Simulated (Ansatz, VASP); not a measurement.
## One calculation of SnSe2, two programs

Contents of INCAR:

```
ALGO = Normal
EDIFF = 1E-6
ENCUT = 500
GGA = PE
GGA_COMPAT = F
ISIF = 2
ISMEAR = 0
IVDW = 12
LASPH = T
LCHARG = F
LREAL = F
LWAVE = F
NBANDS = 20
NELM = 120
PREC = Accurate
SIGMA = 0.03
```

The input KPOINTS:

```
k-points
0
Gamma
  12 12 6
```

The input POSCAR:

```
SnSe2
1.0
    3.9360000000      0.0000000000      0.0000000000
   -1.9680000000      3.4086759893      0.0000000000
    0.0000000000      0.0000000000      7.3081000000
Sn Se
1 2
Direct
    0.0000000000      0.0000000000      0.0000000000
    0.3333333333      0.6666666667      0.2651331237
    0.6666666667      0.3333333333      0.7348668763
```

Input for Ansatz:

```yaml
crystal:
  lattice:
    - [3.936, 0.0, 0.0]
    - [-1.968, 3.4086759893, 0.0]
    - [0.0, 0.0, 7.3081]
  atoms:
    - { symbol: Sn, position: [0.0, 0.0, 0.0] }
    - { symbol: Se, position: [0.3333333333, 0.6666666667, 0.2651331237] }
    - { symbol: Se, position: [0.6666666667, 0.3333333333, 0.7348668763] }
basis:
  ecutwfc: 420
kpoints:
  mp_grid: { grid: [12, 12, 6] }
hamiltonian:
  xc: pbe
  dispersion: d3bj
scf:
  occupations: { method: gaussian, width: 0.03 }
output:
  forces: true
  stress: true
  eigenvalues: true
```

Alike in both runs: task single point; functional PBE; dispersion D3(BJ); k mesh 12 × 12 × 6; occupations gaussian, width 0.03 eV; no spin polarisation.

```csv
,VASP,Ansatz
version,VASP 6.6.1,Ansatz 0.2.0
potentials or method,"VASP PAW PBE potentials, release 64 (Sn_d, Se), cutoff 500 eV","scalar-relativistic, plane waves, PAW"
valence electrons in the cell,26,46
```

|  | VASP | Ansatz | Ansatz less VASP |
| --- | --- | --- | --- |
| gap on the k mesh at the Fermi level (eV) | none | none | - |
| pressure (GPa) | -8.6 | -8.6 | 0.00 |
| traceless stress, the component that is largest in VASP (GPa) | -5.84 | -5.85 | -0.012 |
| rms of the force components (eV/Å) | 0.920 | 0.922 | +0.0023 |

Atom by atom the forces differ by 0.002 eV/Å (rms over components). A gap of «none» marks a metal or a gap that the smearing closes. VASP's potentials hold 26 valence electrons a cell and Ansatz's 46, so a difference there can come from the potentials and not from the codes.
